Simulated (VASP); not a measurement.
**Ti3W2: single point with PBE**

Ti3W2:

```
Ti W
1.0
     4.01622    0.00000    0.00000
    -2.00811    3.47815    0.00000
     0.00000    0.00000    6.41589
Ti W
3 2
Cartesian
  2.0081 0.0000 3.2079
  -1.0041 1.7391 3.2079
  1.0041 1.7391 3.2079
  0.0000 0.0000 1.1324
  0.0000 0.0000 5.2835
```

The cell was built from a structure type or drawn by symmetry, and may not be a known phase.

```json
{
 "Program": "VASP 6.6.1",
 "Task": "single point",
 "Functional": "PBE",
 "Potentials or basis": "VASP PAW PBE potentials, release 64 (Ti_sv, W_sv)",
 "Cutoff": "520 eV",
 "k mesh": "6 × 6 × 4",
 "Occupations": "gaussian, width 0.1 eV",
 "Spin": "no spin polarisation"
}
```

* Pressure: 34.0 GPa
* Largest force: 1.564 eV/Å
* Band gap on the k mesh: zero (bands 32 and 33 overlap by 1.44 eV)

Forces on the atoms (eV/Å):
```
Ti   0.000  0.000  0.000
Ti   0.000  0.000  0.000
Ti   0.000  0.000  0.000
W    0.000  0.000  1.564
W    0.000  0.000 -1.564
```

Stress tensor (GPa, compression positive):
```
48.02  0.00  0.00
 0.00 48.02  0.00
 0.00  0.00  6.02
```

Levels at points of the mesh, in eV from the Fermi level:
| k point | band 29 | band 30 | band 31 | band 32 | band 33 | band 34 | band 35 | band 36 |
| --- | --- | --- | --- | --- | --- | --- | --- | --- |
| (0.00, 0.00, 0.00) | -1.85 | -1.78 | -1.78 | -0.97 | -0.97 | -0.07 | 0.42 | 0.42 |
| (0.50, 0.00, 0.00) | -0.97 | -0.66 | -0.43 | 0.44 | 0.52 | 0.81 | 0.88 | 1.13 |
| (0.00, 0.00, 0.50) | -1.86 | -1.86 | -0.78 | -0.78 | -0.03 | -0.03 | 0.86 | 0.86 |
| (0.50, 0.00, 0.50) | -1.03 | -1.03 | -0.86 | 0.12 | 0.27 | 0.51 | 1.31 | 1.90 |

Wall time 50 s on 1 thread of Intel(R) Xeon(R) 6975P-C (Granite Rapids), with other jobs on the host, peak memory 0.23 GiB.

Caveat: atoms lie so close that the PAW spheres overlap strongly, which falsifies energies and pressures; the cell stands under pressure; spin-orbit coupling is left out, which moves the levels of the heavy elements; forces of over 1 eV/Å act on the atoms, so gaps and moduli don't describe the material at rest.
